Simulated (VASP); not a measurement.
# InSb: single point with r2SCAN

The system is InSb.

```
In Sb
1.0
     4.63519    0.00000    0.00000
     0.00000    6.55515    0.00000
     2.31760   -3.27758    2.31760
In Sb
1 1
Direct
  0.00000 0.00000 0.00000
  0.50000 0.75000 0.00000
```

- Program: VASP 6.6.1
- Task: single point
- Functional: r2SCAN
- Potentials or basis: VASP PAW PBE potentials, release 64 (In_d, Sb)
- Cutoff: 520 eV
- k mesh: 8 × 6 × 15
- Occupations: gaussian, width 0.1 eV
- Spin: no spin polarisation

| Item | Value |
| --- | --- |
| Pressure | 0.0 GPa |

Levels at points of the mesh, in eV from the Fermi level:
| k point | band 7 | band 8 | band 9 | band 10 | band 11 | band 12 |
| --- | --- | --- | --- | --- | --- | --- |
| (0.00, 0.00, 0.00) | -0.06 | -0.06 | -0.06 | -0.04 | 3.16 | 3.16 |
| (0.50, 0.00, 0.00) | -5.98 | -2.30 | -2.30 | 1.50 | 1.57 | 8.46 |
| (0.00, 0.50, 0.00) | -5.67 | -1.06 | -1.06 | 0.70 | 4.03 | 4.03 |
| (0.50, 0.50, 0.00) | -5.67 | -1.06 | -1.06 | 0.70 | 4.03 | 4.03 |

Run time: 12 min on 1 thread of Intel(R) Xeon(R) 6975P-C (Granite Rapids) (shared host), peak memory 0.59 GiB.

Caveat: the PAW data sets were made with another functional, which shifts forces and pressure a little; spin-orbit coupling is left out, which moves the levels of the heavy elements.
